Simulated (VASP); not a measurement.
MgB, 2 atoms in the cell. Symmetry: Pm-3m, No. 221, cubic system. Conventional cell: a = 2.888 Å, b = 2.888 Å, c = 2.888 Å, α = 90.00°, β = 90.00°, γ = 90.00°. Within 3.3 Å of Mg (site symmetry m-3m) lie 8 B at 2.50 Å and 6 Mg at 2.89 Å. B (site symmetry m-3m) has 8 Mg at 2.50 Å and 6 B at 2.89 Å within 3.3 Å. 

| Item | Value |
| --- | --- |
| Program | VASP 6.6.1 |
| Task | single point |
| Functional | HSE06 |
| Potentials or basis | VASP PAW PBE potentials, release 64 (Mg, B) |
| Cutoff | 520 eV |
| k mesh | 5 × 5 × 5 |
| Occupations | fermi-dirac, width 0.05 eV |
| Spin | no spin polarisation |
| Dipole correction | no |
| Grid for exact exchange (PRECFOCK) | Normal |
| Further INCAR settings | ALGO = Normal; EDIFF = 1e-07; NBANDS = 10 |
| Screening parameter | 0.2079 1/Å |

Potentials or basis: VASP PAW PBE potentials, release 64 (Mg, B).

Command:

```console
$ cat potpaw_PBE.64/Mg/POTCAR potpaw_PBE.64/B/POTCAR > POTCAR
$ cp INCAR.step1 INCAR
$ mpirun -np 1 vasp_std > vasp.out
$ cp INCAR.step2 INCAR
$ mpirun -np 1 vasp_std > vasp.out
```

Hardware: 1 thread of AMD EPYC 9R45 96-Core Processor (Zen 5) (shared host).

**Question.** How long does it take, and how much memory?

**Answer.** Wall time 100 s on 1 thread of AMD EPYC 9R45 96-Core Processor (Zen 5) (shared host), peak memory 0.22 GiB. Counts: k points 10.
